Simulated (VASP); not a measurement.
# Pd (R-3m) in VASP: notebook

Pd is run at these levels: LDA; tasks: electric field gradients.

Program: VASP 6.6.1. These are calculated values, not measurements. Logs are shortened: lines on timing, memory, paths and dates and some standing lists are left out, and cuts for length are marked.

**1. The cell of the first run**

It takes space group R-3m (No. 166, trigonal). The conventional cell has a = 2.723 Å, b = 2.723 Å, c = 6.872 Å, α = 90.00°, β = 90.00°, γ = 120.00°. Pd (site symmetry -3m) has 12 Pd at 2.72 to 2.78 Å within 3.6 Å.

**2. Electric field gradients, LDA (equal xy, yz and zx shear strains of +2 %)**

INCAR reads:

```
SYSTEM = Pd
ALGO = Normal
EDIFF = 1E-8
ENCUT = 520
ISIF = 2
ISMEAR = -1
LASPH = .True.
LCHARG = .False.
LEFG = .True.
LREAL = .False.
LWAVE = .False.
NBANDS = 11
NELM = 100
PREC = Accurate
SIGMA = 0.05
```

KPOINTS reads:

```
k-points
0
Gamma
  18 18 18
  0 0 0
```

POSCAR reads:

```
Pd
1.0
    0.0388980000      1.9643490000      1.9643490000
    1.9643490000      0.0388980000      1.9643490000
    1.9643490000      1.9643490000      0.0388980000
Pd
1
Direct
    0.0000000000      0.0000000000      0.0000000000
```

Potentials or basis: VASP PAW LDA potentials, release 64 (Pd).

Run with:

```sh
$ cat potpaw_LDA.64/Pd/POTCAR > POTCAR
$ mpirun -np 1 vasp_std > vasp.out
```

OUTCAR:

```text
SYSTEM = Pd
   EDIFF = 1E-8
   ENCUT = 520
   ISIF = 2
   ISMEAR = -1
   LASPH = .True.
   LREAL = .False.
   NELM = 100
   PREC = Accurate

 ion  position               nearest neighbor table
   1  0.000  0.000  0.000-

  LATTYP: Found a trigonal (rhomboedric) cell.
 ALAT       =     2.7782813108
 COS(alpha) =     0.5197000882

  Lattice vectors:

 A1 = (   0.0388980000,   1.9643490000,   1.9643490000)
 A2 = (   1.9643490000,   0.0388980000,   1.9643490000)
 A3 = (   1.9643490000,   1.9643490000,   0.0388980000)

Analysis of symmetry for initial positions (statically):
=====================================================================
 Subroutine PRICEL returns:
 Original cell was already a primitive cell.

 Routine SETGRP: Setting up the symmetry group for a
 trigonal (rhombohedral) supercell.

 Subroutine GETGRP returns: Found 12 space group operations
 (whereof 12 operations were pure point group operations)
 out of a pool of 12 trial point group operations.

The static configuration has the point symmetry D_3d.

Analysis of symmetry for dynamics (positions and initial velocities):
=====================================================================
 Subroutine PRICEL returns:
 Original cell was already a primitive cell.

 Routine SETGRP: Setting up the symmetry group for a
 trigonal (rhombohedral) supercell.

 Subroutine GETGRP returns: Found 12 space group operations
 (whereof 12 operations were pure point group operations)
 out of a pool of 12 trial point group operations.

The dynamic configuration has the point symmetry D_3d.

 Subroutine INISYM returns: Found 12 space group operations
 (whereof 12 operations are pure point group operations),
 and found     1 'primitive' translations

----------------------------------------------------------------------------------------

                                     Primitive cell

  volume of cell :      14.7093

  direct lattice vectors                    reciprocal lattice vectors
     0.038898000  1.964349000  1.964349000    -0.262225297  0.257133544  0.257133544
     1.964349000  0.038898000  1.964349000     0.257133544 -0.262225297  0.257133544
     1.964349000  1.964349000  0.038898000     0.257133544  0.257133544 -0.262225297

  length of vectors
     2.778281311  2.778281311  2.778281311     0.448327364  0.448327364  0.448327364

  position of ions in fractional coordinates (direct lattice)
     0.000000000  0.000000000  0.000000000

  ion indices of the primitive-cell ions
   primitive index   ion index
                 1           1

----------------------------------------------------------------------------------------

 KPOINTS: k-points

Automatic generation of k-mesh.
 Grid dimensions read from file:
 generate k-points for:   18   18   18

 Generating k-lattice:

  Cartesian coordinates                     Fractional coordinates (reciprocal lattice)
    -0.014568072  0.014285197  0.014285197     0.055555556 -0.000000000 -0.000000000
     0.014285197 -0.014568072  0.014285197    -0.000000000  0.055555556 -0.000000000
     0.014285197  0.014285197 -0.014568072    -0.000000000 -0.000000000  0.055555556

  Length of vectors
     0.024907076  0.024907076  0.024907076

  Shift w.r.t. Gamma in fractional coordinates (k-lattice)
     0.000000000  0.000000000  0.000000000

 Subroutine IBZKPT returns following result:
 ===========================================

 Found    580 irreducible k-points:

 Following reciprocal coordinates:
            Coordinates               Weight
  0.000000  0.000000  0.000000      1.000000
  0.055556  0.000000  0.000000      6.000000
  0.111111  0.000000  0.000000      6.000000
  0.166667 -0.000000 -0.000000      6.000000
  0.222222  0.000000  0.000000      6.000000
  0.277778  0.000000  0.000000      6.000000
[... 16 lines left out ...]
 -0.277778  0.055556 -0.000000     12.000000
 -0.222222  0.055556 -0.000000     12.000000
 [... further k-points ...]
   k-points           NKPTS =    580   k-points in BZ     NKDIM =    580   number of bands    NBANDS=     11
   number of dos      NEDOS =    301   number of ions     NIONS =      1
   total plane-waves  NPLWV =  13824
   dimension x,y,z NGX =    24 NGY =   24 NGZ =   24
   dimension x,y,z NGXF=    48 NGYF=   48 NGZF=   48
   ions per type =               1
   NGX,Y,Z   is equivalent  to a cutoff of  14.36, 14.36, 14.36 a.u.
   NGXF,Y,Z  is equivalent  to a cutoff of  28.72, 28.72, 28.72 a.u.
 SYSTEM =  Pd
   PREC   = accura    normal or accurate (medium, high low for compatibility)
   ISTART =      0    job   : 0-new  1-cont  2-samecut
   ICHARG =      2    charge: 1-file 2-atom 10-const
   ISPIN  =      1    spin polarized calculation?
   LNONCOLLINEAR =      F non collinear calculations
   LSORBIT =      F    spin-orbit coupling
   LASPH  =      T    aspherical Exc in radial PAW
   ENCUT  =  520.0 eV  38.22 Ry    6.18 a.u.   5.17  5.17  5.17*2*pi/ulx,y,z
   NELM   =    100;   NELMIN=  2; NELMDL= -5     # of ELM steps
   EDIFF  = 0.1E-07   stopping-criterion for ELM
   LREAL  =      F    real-space projection
   EDIFFG = 0.1E-06   stopping-criterion for IOM
   NSW    =      0    number of steps for IOM
   IBRION =     -1    ionic relax: 0-MD 1-quasi-New 2-CG
   NFREE  =      0    steps in history (QN), initial steepest desc. (CG)
   ISIF   =      2    stress and relaxation
   ISYM   =      2    0-nonsym 1-usesym 2-fastsym
   POTIM  = 0.5000    time-step for ionic-motion
   TEBEG  =    0.0;   TEEND  =   0.0 temperature during run
   PSTRESS=    0.0 pullay stress
   NELECT =      10.0000    total number of electrons
   NUPDOWN=      -1.0000    fix difference up-down
   EMIN   =  10.00;   EMAX   =-10.00  energy-range for DOS
   EFERMI =   0.00;   METHOD = LEGACY
   ISMEAR =    -1;   SIGMA  =   0.05  broadening in eV -4-tet -1-fermi 0-gaus
   EFERMI_NEDOS =   21; number of points for ismear=-14 and -15
   IALGO  =     38    algorithm
   IMIX   =      4    mixing-type and parameters
     AMIX     =   0.40;   BMIX     =  1.00
     AMIX_MAG =   1.60;   BMIX_MAG =  1.00
  volume/ion in A,a.u.               =      14.71        99.26
  Fermi-wavevector in a.u.,A,eV,Ry     =   1.439497  2.720255 28.193326  2.072151
  Thomas-Fermi vector in A             =   2.558346
   LORBIT       =      0    0 simple, 1 ext, 2 COOP (PROOUT), +10 PAW based schemes
   GGA     = CA    functional components
   LHFCALC =     F    Hartree Fock is set to
   AEXX    =    0.0000 exact exchange contribution
   IVDW    =     0    specifies the selected vdW correction
   LEPSILON=     F    determine dielectric tensor
   LRPA    =     F    only Hartree local field effects (RPA)
 non-spin polarized calculation
  energy-cutoff  :      520.00
  volume of cell :       14.71
 maximum number of plane-waves:       405
 NGX is ok and might be reduce to    24
   NGX = 11   NGY = 11   NGZ = 11

 number of electron      10.0000000 magnetization

 Free energy of the ion-electron system (eV)
  ---------------------------------------------------
  ext. energy  EPLUGINS =         0.00000000
  ---------------------------------------------------
  free energy    TOTEN  =        -6.48981669 eV

  energy without entropy =       -6.47235115  energy(sigma->0) =       -6.48108392

 E-fermi :   9.6455     XC(G=0): -13.5332

 val. band max:        9.6448964635   @ k =  -0.4444   0.3333   0.0000
 cond. band min:       9.6457867830   @ k =  -0.2778   0.2222   0.1667
 fundamental gap:      0.0008903195
 Fermi energy:         9.6455453839

 k-point     1 :       0.0000    0.0000    0.0000
  band No.  band energies     occupation
      1       2.3810      2.00000
      2       6.5736      2.00000
      3       6.8318      2.00000
      4       6.8318      2.00000
      5       8.4237      2.00000
      6       8.4237      2.00000
      7      26.7443      0.00000
      8      30.8754      0.00000
      9      31.8503      0.00000
     10      31.8503      0.00000
     11      35.4034      0.00000

 k-point     2 :       0.0556    0.0000    0.0000
  band No.  band energies     occupation
      1       2.4958      2.00000
      2       6.6064      2.00000
      3       6.7946      2.00000
      4       6.8798      2.00000
      5       8.4001      2.00000
      6       8.4004      2.00000
      7      26.8783      0.00000
      8      30.7464      0.00000
      9      31.3400      0.00000
     10      31.9743      0.00000
     11      35.4326      0.00000
[... 295 lines left out ...]
 k-point    24 :      -0.2222    0.0556   -0.0000
  band No.  band energies     occupation
      1       4.1368      2.00000
      2       6.5400      2.00000
      3       6.9813      2.00000
      4       7.2740      2.00000
      5       8.2311      2.00000
      6       8.7898      2.00000
      7      24.7271      0.00000
      8      27.8952      0.00000
      9      31.6989      0.00000
     10      33.9944      0.00000
     11      34.4471      0.00000

 [... further k-points ...]
[... 5 lines left out ...]
  --------------------------------------------------------------------------------------
  -------------------------------------------------------------------------------------
  Total       -0.6923013     -0.6923013     -0.6923013     -0.1283700     -0.1283700     -0.1283700
  in kB      -75.4072961    -75.4072961    -75.4072961    -13.9824020    -13.9824020    -13.9824020
  external PRESSURE =     -75.4072961 kB  Pullay stress =       0.0000000 kB

 VOLUME and BASIS-vectors are now :
 -----------------------------------------------------------------------------
  energy-cutoff  :      520.00
  volume of cell :       14.71
      direct lattice vectors                 reciprocal lattice vectors
     0.038898000  1.964349000  1.964349000    -0.262225297  0.257133544  0.257133544
     1.964349000  0.038898000  1.964349000     0.257133544 -0.262225297  0.257133544
     1.964349000  1.964349000  0.038898000     0.257133544  0.257133544 -0.262225297

 POSITION                                       TOTAL-FORCE (eV/Angst)
 -----------------------------------------------------------------------------------
      0.00000      0.00000      0.00000         0.000000      0.000000     -0.000000
 -----------------------------------------------------------------------------------
    total drift:                               -0.000000      0.000000     -0.000000

  FREE ENERGIE OF THE ION-ELECTRON SYSTEM (eV)
  ---------------------------------------------------
  free  energy   TOTEN  =        -6.4898166916 eV

  energy  without entropy=       -6.4723511508  energy(sigma->0) =       -6.48108392

 Electric field gradients (V/A^2)
---------------------------------------------------------------------
 ion       V_xx      V_yy      V_zz      V_xy      V_xz      V_yz
---------------------------------------------------------------------
   1       0.000    -0.000    -0.000    -3.314    -3.314    -3.314
---------------------------------------------------------------------

 Electric field gradients after diagonalization (V/A^2)
 (convention: |V_zz| > |V_xx| > |V_yy|)
----------------------------------------------------------------------
 ion       V_xx      V_yy      V_zz     asymmetry (V_yy - V_xx)/ V_zz
----------------------------------------------------------------------
   1       3.314     3.314    -6.629       0.000
----------------------------------------------------------------------

           NMR quadrupolar parameters

 Cq : quadrupolar parameter    Cq=e*Q*V_zz/h
 eta: asymmetry parameters     (V_yy - V_xx)/ V_zz
 Q  : nuclear electric quadrupole moment in mb (millibarn)
----------------------------------------------------------------------
 ion       Cq(MHz)       eta       Q (mb)
----------------------------------------------------------------------
   1      -0.016       0.000       1.000
----------------------------------------------------------------------
```

Run time: 2.2 min. Hardware: 1 thread of Intel Xeon 8259CL, shared host; peak memory 0.21 GiB.

What came out:

| Quantity | Value |
| --- | --- |
| Free energy | -6.4898 eV |
| Pressure | -7.5 GPa |
| Band gap on the k mesh | zero (bands 5 and 6 overlap by 1.62 eV) |
| Largest electric field gradient by atom | Pd -6.6 V/Å² |

Levels at points of the mesh, in eV from the Fermi level:
```tsv
k point	band 1	band 2	band 3	band 4	band 5	band 6	band 7	band 8	band 9	band 10
(0.00, 0.00, 0.00)	-7.26	-3.07	-2.81	-2.81	-1.22	-1.22	17.10	21.23	22.20	22.20
(0.50, 0.00, 0.00)	-5.38	-3.11	-2.75	-0.09	0.07	1.02	7.42	16.41	20.52	21.07
(0.50, 0.50, 0.00)	-5.46	-5.18	-0.06	0.30	0.30	3.25	10.74	12.70	13.46	21.32
(0.50, 0.50, 0.50)	-5.41	-2.91	-2.91	-0.06	-0.06	0.67	6.83	16.76	21.41	21.41
```

Electric field gradients, principal values (V/Å²):
```csv
atom,least,middle,greatest (by size)
1 Pd,3.314,3.314,-6.629
```

Caveat: the cell differs from its parent crystal (equal xy, yz and zx shear strains of +2 %); the cell stands under tension; without QUAD_EFG the Cq values of the log hold for a quadrupole moment of 1 mb, not for the nuclei.

**3. Electric field gradients, LDA (equal xy, yz and zx shear strains of +2 %)**

INCAR reads:

```
ALGO = Normal
EDIFF = 1E-8
ENCUT = 520
GGA = CA
ISIF = 2
ISMEAR = -1
LASPH = True
LCHARG = False
LEFG = True
LREAL = False
LWAVE = False
NBANDS = 11
NELM = 100
PREC = Accurate
SIGMA = 0.05
```

KPOINTS reads:

```
k-points
0
Gamma
  18 18 18
```

POSCAR is that of step 2.

Potentials or basis: VASP PAW LDA potentials, release 64 (Pd).

Run with:

```sh
$ cat potpaw_LDA.64/Pd/POTCAR > POTCAR
$ mpirun -np 1 vasp_std > vasp.out
```

OUTCAR:

```text
EDIFF = 1E-8
   ENCUT = 520
   GGA = CA
   ISIF = 2
   ISMEAR = -1
   LASPH = True
   LREAL = False
   NELM = 100
   PREC = Accurate

 ion  position               nearest neighbor table
   1  0.000  0.000  0.000-

  LATTYP: Found a trigonal (rhomboedric) cell.
 ALAT       =     2.7782813108
 COS(alpha) =     0.5197000882

  Lattice vectors:

 A1 = (   0.0388980000,   1.9643490000,   1.9643490000)
 A2 = (   1.9643490000,   0.0388980000,   1.9643490000)
 A3 = (   1.9643490000,   1.9643490000,   0.0388980000)

Analysis of symmetry for initial positions (statically):
=====================================================================
 Subroutine PRICEL returns:
 Original cell was already a primitive cell.

 Routine SETGRP: Setting up the symmetry group for a
 trigonal (rhombohedral) supercell.

 Subroutine GETGRP returns: Found 12 space group operations
 (whereof 12 operations were pure point group operations)
 out of a pool of 12 trial point group operations.

The static configuration has the point symmetry D_3d.

Analysis of symmetry for dynamics (positions and initial velocities):
=====================================================================
 Subroutine PRICEL returns:
 Original cell was already a primitive cell.

 Routine SETGRP: Setting up the symmetry group for a
 trigonal (rhombohedral) supercell.

 Subroutine GETGRP returns: Found 12 space group operations
 (whereof 12 operations were pure point group operations)
 out of a pool of 12 trial point group operations.

The dynamic configuration has the point symmetry D_3d.

[... 152 lines left out ...]
  band No.  band energies     occupation
      1       2.3810      2.00000
      2       6.5736      2.00000
      3       6.8318      2.00000
      4       6.8318      2.00000
      5       8.4237      2.00000
      6       8.4237      2.00000
      7      26.7443      0.00000
      8      30.8754      0.00000
      9      31.8503      0.00000
     10      31.8503      0.00000
     11      35.4034      0.00000
[... 309 lines left out ...]
 k-point    24 :      -0.2222    0.0556   -0.0000
  band No.  band energies     occupation
      1       4.1368      2.00000
      2       6.5400      2.00000
      3       6.9813      2.00000
      4       7.2740      2.00000
      5       8.2311      2.00000
      6       8.7898      2.00000
      7      24.7271      0.00000
      8      27.8952      0.00000
      9      31.6989      0.00000
     10      33.9944      0.00000
     11      34.4471      0.00000

 [... further k-points ...]
[... 5 lines left out ...]
  --------------------------------------------------------------------------------------
  -------------------------------------------------------------------------------------
  Total       -0.6923013     -0.6923013     -0.6923013     -0.1283700     -0.1283700     -0.1283700
  in kB      -75.4072961    -75.4072961    -75.4072961    -13.9824020    -13.9824020    -13.9824020
  external PRESSURE =     -75.4072961 kB  Pullay stress =       0.0000000 kB

 VOLUME and BASIS-vectors are now :
 -----------------------------------------------------------------------------
  energy-cutoff  :      520.00
  volume of cell :       14.71
      direct lattice vectors                 reciprocal lattice vectors
     0.038898000  1.964349000  1.964349000    -0.262225297  0.257133544  0.257133544
     1.964349000  0.038898000  1.964349000     0.257133544 -0.262225297  0.257133544
     1.964349000  1.964349000  0.038898000     0.257133544  0.257133544 -0.262225297

 POSITION                                       TOTAL-FORCE (eV/Angst)
 -----------------------------------------------------------------------------------
      0.00000      0.00000      0.00000         0.000000      0.000000     -0.000000
 -----------------------------------------------------------------------------------
    total drift:                               -0.000000      0.000000     -0.000000

  FREE ENERGIE OF THE ION-ELECTRON SYSTEM (eV)
  ---------------------------------------------------
  free  energy   TOTEN  =        -6.4898166916 eV

  energy  without entropy=       -6.4723511508  energy(sigma->0) =       -6.48108392

 Electric field gradients (V/A^2)
---------------------------------------------------------------------
 ion       V_xx      V_yy      V_zz      V_xy      V_xz      V_yz
---------------------------------------------------------------------
   1       0.000    -0.000    -0.000    -3.314    -3.314    -3.314
---------------------------------------------------------------------

 Electric field gradients after diagonalization (V/A^2)
 (convention: |V_zz| > |V_xx| > |V_yy|)
----------------------------------------------------------------------
 ion       V_xx      V_yy      V_zz     asymmetry (V_yy - V_xx)/ V_zz
----------------------------------------------------------------------
   1       3.314     3.314    -6.629       0.000
----------------------------------------------------------------------

           NMR quadrupolar parameters

 Cq : quadrupolar parameter    Cq=e*Q*V_zz/h
 eta: asymmetry parameters     (V_yy - V_xx)/ V_zz
 Q  : nuclear electric quadrupole moment in mb (millibarn)
----------------------------------------------------------------------
 ion       Cq(MHz)       eta       Q (mb)
----------------------------------------------------------------------
   1      -0.016       0.000       1.000
----------------------------------------------------------------------
```

OSZICAR:

```text
N       E                     dE             d eps       ncg     rms          rms(c)
DAV:   1     0.415557172047E+02    0.41556E+02   -0.51843E+03 12856   0.857E+02
DAV:   2    -0.628067104502E+01   -0.47836E+02   -0.46332E+02 14328   0.183E+02
DAV:   3    -0.682942180952E+01   -0.54875E+00   -0.54664E+00 15278   0.212E+01
DAV:   4    -0.683178343346E+01   -0.23616E-02   -0.23613E-02 15564   0.144E+00
DAV:   5    -0.683180848520E+01   -0.25052E-04   -0.25052E-04 16943   0.135E-01    0.821E+00
DAV:   6    -0.650630924132E+01    0.32550E+00   -0.13943E+00 15868   0.946E+00    0.385E+00
DAV:   7    -0.649487689818E+01    0.11432E-01   -0.28281E-02 16641   0.102E+00    0.202E+00
DAV:   8    -0.648984173694E+01    0.50352E-02   -0.17362E-03 16006   0.420E-01    0.809E-02
DAV:   9    -0.648981638696E+01    0.25350E-04   -0.25501E-04 17412   0.132E-01    0.250E-02
DAV:  10    -0.648981669694E+01   -0.30999E-06   -0.16339E-05 15895   0.382E-02    0.123E-02
DAV:  11    -0.648981670035E+01   -0.34044E-08   -0.50157E-07 17555   0.640E-03    0.382E-03
DAV:  12    -0.648981668945E+01    0.10893E-07   -0.19242E-08 13778   0.858E-04    0.275E-04
DAV:  13    -0.648981669156E+01   -0.21048E-08   -0.37162E-10 10784   0.181E-04
   1 F= -.64898167E+01 E0= -.64810839E+01  d E =-.174655E-01
```

Run time: 2.2 min. Hardware: 1 thread of Intel Xeon 8259CL, shared host; peak memory 0.21 GiB.

Results:

- Free energy: -6.4898 eV
- Pressure: -7.5 GPa
- Band gap on the k mesh: zero (bands 5 and 6 overlap by 1.62 eV)
- Largest electric field gradient by atom: Pd -6.6 V/Å²

Electric field gradients, principal values (V/Å²):
```csv
atom,least,middle,greatest (by size)
1 Pd,3.314,3.314,-6.629
```

Caveat: the cell differs from its parent crystal (equal xy, yz and zx shear strains of +2 %); the cell stands under tension; without QUAD_EFG the Cq values of the log hold for a quadrupole moment of 1 mb, not for the nuclei.
